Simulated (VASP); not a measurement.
The system is Si2W.

```
W Si
1.0
    -1.60690    1.60690    3.91495
     1.60690   -1.60690    3.91495
     1.60690    1.60690   -3.91495
W Si
1 2
Direct
  0.00000 0.00000 0.00000
  0.66530 0.66530 0.00000
  0.33470 0.33470 0.00000
```

```yaml
Program: VASP 6.6.1
Task: relaxation of cell and atoms
Functional: LDA
Potentials_or_basis: VASP PAW LDA potentials, release 64 (W_sv, Si)
Cutoff: 600 eV
k_mesh: 12 × 12 × 12
Occupations: fermi-dirac, width 0.05 eV
Spin: no spin polarisation
```

At the start: pressure -5.0 GPa; volume 13.48 Å³/atom.

Question: Where does the relaxation end?

Answer: Over 8 steps the energy falls by 4.6 meV/atom and the volume is 13.19 Å³/atom (-2.1 %); space group I4/mmm (No. 139, to 0.1 Å) before and after.

The path:
```tsv
step	energy change (eV)	largest force (eV/Å)	pressure (GPa)	volume (Å³)
1	0.0000	0.0386	-5.02	40.44
2	0.0367	0.1791	10.63	38.01
3	-0.0137	0.0308	-0.07	39.59
4	-0.0137	0.0325	-0.01	39.57
5	-0.0138	0.0040	0.03	39.56
6	-0.0138	0.0113	0.03	39.56
7	-0.0138	0.0118	0.02	39.56
8	-0.0138	0.0001	-0.03	39.57
```

Final structure:
```
CELL_PARAMETERS angstrom
-1.59452 1.59452 3.89075
1.59452 -1.59452 3.89075
1.59452 1.59452 -3.89075
ATOMIC_POSITIONS crystal
W 0.00000 0.00000 0.00000
Si 0.66541 0.66541 0.00000
Si 0.33459 0.33459 0.00000
```
